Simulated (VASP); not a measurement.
**Ge: single point with LDA**

The system is Ge.

```
CELL_PARAMETERS angstrom
0.00000 2.81077 2.81077
2.81077 0.00000 2.81077
2.81077 2.81077 0.00000
ATOMIC_POSITIONS crystal
Ge 0.00000 0.00000 0.00000
Ge 0.25000 0.25000 0.25000
```

```json
{"Program": "VASP 6.6.1", "Task": "single point", "Functional": "LDA", "Potentials or basis": "VASP PAW LDA potentials, release 64 (Ge_d)", "Cutoff": "410 eV", "k mesh": "14 × 14 × 14", "Occupations": "gaussian, width 0.1 eV", "Spin": "no spin polarisation", "Dipole correction": "no", "k mesh for the DOS": "21 × 21 × 21", "Occupations for the DOS": "tetrahedron", "Further INCAR settings": "ALGO = Normal; EDIFF = 1e-06"}
```

* Valence electrons inside the program's atomic spheres: Ge 12.45

Levels at points of the mesh, in eV from the valence-band top:
```tsv
k point	band 12	band 13	band 14	band 15	band 16	band 17
(0.00, 0.00, 0.00)	0.00	0.00	0.00	0.03	2.54	2.54
```

Run time: 3.6 min on 1 thread of Intel Xeon 8259CL, on a shared host, peak memory 0.24 GiB.
